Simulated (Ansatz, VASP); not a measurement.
# Sb2S3 in VASP and in Ansatz

Contents of INCAR:

```
SYSTEM = Sb2S3
PREC = Accurate ; ENCUT = 500
EDIFF = 1E-6 ; ISMEAR = -1
SIGMA = 0.02 ; LREAL = .False.
LASPH = .True. ; NELM = 120
ALGO = Normal ; ISIF = 2
LWAVE = .False. ; LCHARG = .True.
GGA = PE ; LELF = .True.
LVHAR = .True. ; NBANDS = 72
GGA_COMPAT = .False.
```

KPOINTS

```
regular mesh
0
Gamma
  2 6 2
  0 0 0
```

POSCAR

```
Sb2S3
1.0
   11.4742503611      0.0000000000      0.0000000000
    0.0000000000      3.8416509770      0.0000000000
    0.0000000000      0.0000000000     11.2061015322
Sb S
8 12
Direct
    0.8524507075      0.7500000000      0.4651344503
    0.1475492925      0.2500000000      0.5348655497
    0.6475492925      0.2500000000      0.9651344503
    0.3524507075      0.7500000000      0.0348655497
    0.9711746733      0.2500000000      0.1734027053
    0.0288253267      0.7500000000      0.8265972947
    0.5288253267      0.7500000000      0.6734027053
    0.4711746733      0.2500000000      0.3265972947
    0.8759922947      0.7500000000      0.0609187025
    0.1240077053      0.2500000000      0.9390812975
    0.6240077053      0.2500000000      0.5609187025
    0.3759922947      0.7500000000      0.4390812975
    0.0495693771      0.7500000000      0.3774422728
    0.9504306229      0.2500000000      0.6225577272
    0.4504306229      0.2500000000      0.8774422728
    0.5495693771      0.7500000000      0.1225577272
    0.2952777587      0.2500000000      0.1909133329
    0.7047222413      0.7500000000      0.8090866671
    0.2047222413      0.7500000000      0.6909133329
    0.7952777587      0.2500000000      0.3090866671
```

Input for Ansatz:

```yaml
crystal:
  lattice:
    - [11.4742503611, 0.0, 0.0]
    - [0.0, 3.841650977, 0.0]
    - [0.0, 0.0, 11.2061015322]
  atoms:
    - { symbol: Sb, position: [0.8524507075, 0.75, 0.4651344503] }
    - { symbol: Sb, position: [0.1475492925, 0.25, 0.5348655497] }
    - { symbol: Sb, position: [0.6475492925, 0.25, 0.9651344503] }
    - { symbol: Sb, position: [0.3524507075, 0.75, 0.0348655497] }
    - { symbol: Sb, position: [0.9711746733, 0.25, 0.1734027053] }
    - { symbol: Sb, position: [0.0288253267, 0.75, 0.8265972947] }
    - { symbol: Sb, position: [0.5288253267, 0.75, 0.6734027053] }
    - { symbol: Sb, position: [0.4711746733, 0.25, 0.3265972947] }
    - { symbol: S, position: [0.8759922947, 0.75, 0.0609187025] }
    - { symbol: S, position: [0.1240077053, 0.25, 0.9390812975] }
    - { symbol: S, position: [0.6240077053, 0.25, 0.5609187025] }
    - { symbol: S, position: [0.3759922947, 0.75, 0.4390812975] }
    - { symbol: S, position: [0.0495693771, 0.75, 0.3774422728] }
    - { symbol: S, position: [0.9504306229, 0.25, 0.6225577272] }
    - { symbol: S, position: [0.4504306229, 0.25, 0.8774422728] }
    - { symbol: S, position: [0.5495693771, 0.75, 0.1225577272] }
    - { symbol: S, position: [0.2952777587, 0.25, 0.1909133329] }
    - { symbol: S, position: [0.7047222413, 0.75, 0.8090866671] }
    - { symbol: S, position: [0.2047222413, 0.75, 0.6909133329] }
    - { symbol: S, position: [0.7952777587, 0.25, 0.3090866671] }
kpoints:
  mp_grid: { grid: [2, 6, 2] }
  band_path:
    path:
      - [[0.0, 0.0, 0.0], [0.5, 0.0, 0.0], [0.5, 0.5, 0.0], [0.0, 0.5, 0.0], [0.0, 0.0, 0.0], [0.0, 0.0, 0.5], [0.5, 0.0, 0.5], [0.5, 0.5, 0.5], [0.0, 0.5, 0.5], [0.0, 0.0, 0.5]]
      - [[0.5, 0.0, 0.0], [0.5, 0.0, 0.5]]
      - [[0.0, 0.5, 0.0], [0.0, 0.5, 0.5]]
      - [[0.5, 0.5, 0.0], [0.5, 0.5, 0.5]]
    npoints: 10
hamiltonian:
  xc: pbe
scf:
  occupations: { method: fermi_dirac, width: 0.02 }
  n_extra_bands: 9
output:
  forces: true
  stress: true
  eigenvalues: true
  write_density: true
  write_potential: true
  elf: true
  volumetric_format: npy
```

Alike in both runs: task single point; functional PBE; k mesh 2 × 6 × 2; occupations fermi-dirac, width 0.02 eV; no spin polarisation.

|  | VASP | Ansatz |
| --- | --- | --- |
| version | VASP 6.6.1 | Ansatz 0.2.0 |
| potentials or method | VASP PAW PBE potentials, release 64 (Sb, S) | plane waves, PAW |
| plane-wave cutoff (eV) | 500 | 420 |
| valence electrons in the cell | 112 | 192 |

|  | VASP | Ansatz | Ansatz less VASP |
| --- | --- | --- | --- |
| gap on the k mesh at the Fermi level (eV) | 1.29 | 1.31 | +0.023 |
| pressure (GPa) | 2.0 | 2.1 | +0.10 |
| traceless stress, the component that is largest in VASP (GPa) | 0.25 | 0.21 | -0.046 |
| rms of the force components (eV/Å) | 0.125 | 0.120 | -0.0055 |

Atom by atom the forces differ by 0.007 eV/Å (rms over components). The functional is the same, so the differences come from potentials, cutoffs and numerics. VASP's potentials hold 112 valence electrons a cell and Ansatz's 192, so a difference there can come from the potentials and not from the codes.

Neither program's run includes spin-orbit coupling.
